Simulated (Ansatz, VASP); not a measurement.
**Al3Cu2 in VASP and in Ansatz**

```
Al Cu
1.0
     4.42996    0.00000    0.00000
    -2.21498    3.83646    0.00000
     0.00000    0.00000    4.98986
Al Cu
3 2
Direct
  0.00000 0.00000 0.00000
  0.33333 0.66667 0.35017
  0.66667 0.33333 0.64983
  0.33333 0.66667 0.84017
  0.66667 0.33333 0.15983
```

Change from the starting cell: strain +0.080 along x and y, +0.000 along z, atoms carried along.

Alike in both runs: task single point; functional r2SCAN; k mesh 12 × 12 × 10; occupations gaussian, width 0.15 eV; no spin polarisation.

|  | VASP | Ansatz |
| --- | --- | --- |
| version | VASP 6.6.1 | Ansatz 0.2.0 |
| potentials or method | VASP PAW PBE potentials, release 64 (Al, Cu), cutoff 520 eV | scalar-relativistic, plane waves, PAW |
| valence electrons in the cell | 31 | 47 |

VASP gave:

```
gap on the k mesh at the Fermi level (eV)                     : none
pressure (GPa)                                                : -11.4
traceless stress, the component that is largest in VASP (GPa) : 6.15
rms of the force components (eV/Å)                            : 0.073
```

Q: What did Ansatz give for the same quantities?

A: gap on the k mesh at the Fermi level (eV): none; pressure (GPa): -11.5; traceless stress, the component that is largest in VASP (GPa): 6.17; rms of the force components (eV/Å): 0.075.

VASP's potentials were made for PBE, not for r2SCAN. Atom by atom the forces differ by 0.002 eV/Å (rms over components). A gap of «none» marks a metal or a gap that the smearing closes. VASP's potentials hold 31 valence electrons a cell and Ansatz's 47, so a difference there can come from the potentials and not from the codes.
